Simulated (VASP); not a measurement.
A run of VASP 6.6.1 is set up as follows.

INCAR

```
PREC = Accurate
ENCUT = 520
EDIFF = 1E-7
ISMEAR = 0
SIGMA = 0.05
LREAL = F
LASPH = T
NELM = 80
ALGO = Normal
ISIF = 2
LWAVE = F
LCHARG = F
GGA = PE
IVDW = 12
NBANDS = 11
```

Contents of KPOINTS:

```
Automatic mesh
0
Gamma
  15 15 15
```

The input POSCAR:

```
C
1.0
    1.2427105179      0.7174792520      3.3888323960
   -1.2427105179      0.7174792520      3.3888323960
    0.0000000000     -1.4349585041      3.3888323960
C
2
Direct
    0.1590580365      0.1590580365      0.1590580365
    0.8409419635      0.8409419635      0.8409419635
```

Potentials or basis: VASP PAW PBE potentials, release 64 (C).

Run with:

```bash
$ cat potpaw_PBE.64/C/POTCAR > POTCAR
$ mpirun -np 1 vasp_std > vasp.out
```

Question: What does it give for the dispersion energy per atom?

Answer: -0.154 eV.

Question: Estimate the largest force.

Answer: 2.534 eV/Å.

Forces in eV/Å, atoms in the order of the input:
```
C    0.000  0.000  2.534
C    0.000  0.000 -2.534
```

Caveat: the cell differs from its parent crystal (atoms displaced along a vibrational mode, the cell strained); forces of over 1 eV/Å act on the atoms, so gaps and moduli don't describe the material at rest.
